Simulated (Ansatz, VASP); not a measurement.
Given: the input of a run of VASP 6.6.1 on Sb.

The input INCAR:

```
ALGO = Normal
EDIFF = 1E-6
ENCUT = 500
GGA = PE
GGA_COMPAT = False
ISIF = 2
ISMEAR = 0
LASPH = True
LCHARG = False
LREAL = False
LWAVE = False
NBANDS = 8
NELM = 120
PREC = Accurate
SIGMA = 0.015
```

File KPOINTS:

```
k-points
0
Gamma
  12 12 12
```

Contents of POSCAR:

```
Sb
1.0
   -1.5765401831      1.5765401831      2.7119384313
    1.5765401831     -1.5765401831      2.7119384313
    1.5765401831      1.5765401831     -2.7119384313
Sb
1
Direct
    0.0000000000      0.0000000000      0.0000000000
```

Potentials or basis: VASP PAW PBE potentials, release 64 (Sb).

Run with:

```bash
$ cat potpaw_PBE.64/Sb/POTCAR > POTCAR
$ mpirun -np 1 vasp_std > vasp.out
```

**Question.** Set up the same calculation for Ansatz 0.2.0. Potentials there: Ansatz PAW.

**Answer.** As run (the cutoff follows the program's own potentials):

File input.yaml:

```yaml
crystal:
  lattice:
    - [-1.5765401831, 1.5765401831, 2.7119384313]
    - [1.5765401831, -1.5765401831, 2.7119384313]
    - [1.5765401831, 1.5765401831, -2.7119384313]
  atoms:
    - { symbol: Sb, position: [0.0, 0.0, 0.0] }
hamiltonian:
  xc: pbe
  pseudopotentials: { kind: paw }
kpoints:
  mp_grid: { grid: [12, 12, 12] }
scf:
  occupations: { method: gaussian, width: 0.015 }
output:
  forces: true
  stress: true
  eigenvalues: true
```

Potentials or basis: Ansatz PAW.

Launch:

```console
$ ansatz run input.yaml --threads 2 --pin off --max-ram 5632MiB --backend cpu --events-out ev --progress --plain --runs-dir out
```

Both were run:

|  | VASP | Ansatz | Ansatz less VASP |
| --- | --- | --- | --- |
| gap on the k mesh at the Fermi level (eV) | none | none | - |
| pressure (GPa) | 1.7 | 1.8 | +0.11 |
| traceless stress, the component that is largest in VASP (GPa) | -0.53 | -0.53 | +0.004 |

A gap of «none» marks a metal or a gap that the smearing closes. VASP's potentials hold 5 valence electrons a cell and Ansatz's 15, so a difference there can come from the potentials and not from the codes.

Spin-orbit coupling is off throughout.
